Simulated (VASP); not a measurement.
**Ta2N: single point with PBE+D4**

The system is Ta2N.

```
CELL_PARAMETERS angstrom
3.08438 0.00000 0.00000
-1.54219 2.67115 0.00000
0.00000 0.00000 4.87189
ATOMIC_POSITIONS crystal
Ta 0.33333 0.66667 0.25589
Ta 0.66667 0.33333 0.74411
N 0.00000 0.00000 0.00000
```

```json
{"Program": "VASP 6.6.1", "Task": "single point", "Functional": "PBE", "Dispersion": "D4", "Potentials or basis": "VASP PAW PBE potentials, release 64 (Ta_pv, N)", "Cutoff": "520 eV", "k mesh": "10 × 10 × 6", "Occupations": "fermi-dirac, width 0.05 eV", "Spin": "no spin polarisation"}
```

```
Pressure                   : 0.5 GPa
Largest force              : 0.050 eV/Å
Band gap on the k mesh     : zero (an odd number of electrons rules out a gap without spin polarisation)
Dispersion energy per atom : -0.302 eV
```

Forces on the atoms (eV/Å):
```
Ta   0.000  0.000  0.050
Ta   0.000  0.000 -0.050
N    0.000  0.000  0.000
```

Stress tensor (GPa, compression positive):
```
0.49 0.00 0.00
0.00 0.49 0.00
0.00 0.00 0.41
```

Levels at points of the mesh, in eV from the Fermi level:
```
           k point  band 10  band 11  band 12  band 13  band 14  band 15  band 16  band 17  band 18  band 19
(0.00, 0.00, 0.00)    -6.04    -5.00    -0.76    -0.24    -0.24     0.23     0.36     0.36     1.14     1.14
(0.50, 0.00, 0.00)    -6.39    -4.64    -2.64    -1.35     1.65     2.00     3.86     4.08     4.29     4.38
(0.00, 0.00, 0.50)    -6.22    -3.02    -2.68    -1.10    -1.10     1.76     2.06     2.35     2.35     2.63
(0.50, 0.00, 0.50)    -6.12    -3.36    -2.17    -2.12    -0.39     0.73     3.45     3.70     4.13     4.54
```

Run time: 17 s on 1 thread of Intel(R) Xeon(R) 6975P-C (Granite Rapids) (shared host), peak memory 0.19 GiB.

Caveat: spin-orbit coupling is left out, which moves the levels of the heavy elements.
